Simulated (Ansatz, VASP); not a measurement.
**One calculation of Y, two programs**

```
Y
1.0
     3.61810    0.00000    0.00000
    -1.80905    3.13336    0.00000
     0.00000    0.00000   11.76464
Y
4
Cartesian
  1.8090 1.0445 8.8235
  0.0000 0.0000 5.8823
  0.0000 2.0889 2.9412
  0.0000 0.0000 0.0000
```

Change from the starting cell: volume scaled by 0.98.

Alike in both runs: task single point; functional PBE; k mesh 8 × 8 × 3; occupations fermi-dirac, width 0.05 eV; no spin polarisation.

|  | VASP | Ansatz |
| --- | --- | --- |
| version | VASP 6.6.1 | Ansatz 0.2.0 |
| potentials or method | VASP PAW PBE potentials, release 64 (Y_sv), cutoff 520 eV | all-electron LAPW, scalar-relativistic |

```csv
,VASP,Ansatz,Ansatz less VASP
gap on the k mesh at the Fermi level (eV),none,none,-
pressure (GPa),-1.1,-1.0,+0.11
"traceless stress, the component that is largest in VASP (GPa)",-0.37,-0.37,-0.004
```

A gap of «none» marks a metal or a gap that the smearing closes. Ansatz ran all-electron here, and VASP with PAW potentials.
